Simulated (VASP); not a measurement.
**In: single point with r2SCAN**

The system is In.

```
In
1.0
    -1.55898    1.55898    2.30705
     1.55898   -1.55898    2.30705
     1.55898    1.55898   -2.30705
In
1
Direct
  0.00000 0.00000 0.00000
```

```json
{"Program": "VASP 6.6.1", "Task": "single point", "Functional": "r2SCAN", "Potentials or basis": "VASP PAW PBE potentials, release 64 (In_d)", "Cutoff": "520 eV", "k mesh": "11 × 11 × 11", "Occupations": "fermi-dirac, width 0.05 eV", "Spin": "no spin polarisation"}
```

```yaml
Pressure: 10.1 GPa
Band_gap_on_the_k_mesh: zero (an odd number of electrons rules out a gap without spin polarisation)
```

Levels at points of the mesh, in eV from the Fermi level:
```
           k point  band 3  band 4  band 5  band 6  band 7  band 8  band 9  band 10
(0.00, 0.00, 0.00)  -15.51  -15.33  -15.22  -11.33   12.30   12.56   12.56    12.73
```

Wall time 75 s on 1 thread of AMD EPYC 9R45 96-Core Processor (Zen 5), with other jobs on the host, peak memory 0.13 GiB.

Caveat: the cell stands under pressure; the PAW data sets were made with another functional, which shifts forces and pressure a little; spin-orbit coupling is left out, which moves the levels of the heavy elements.
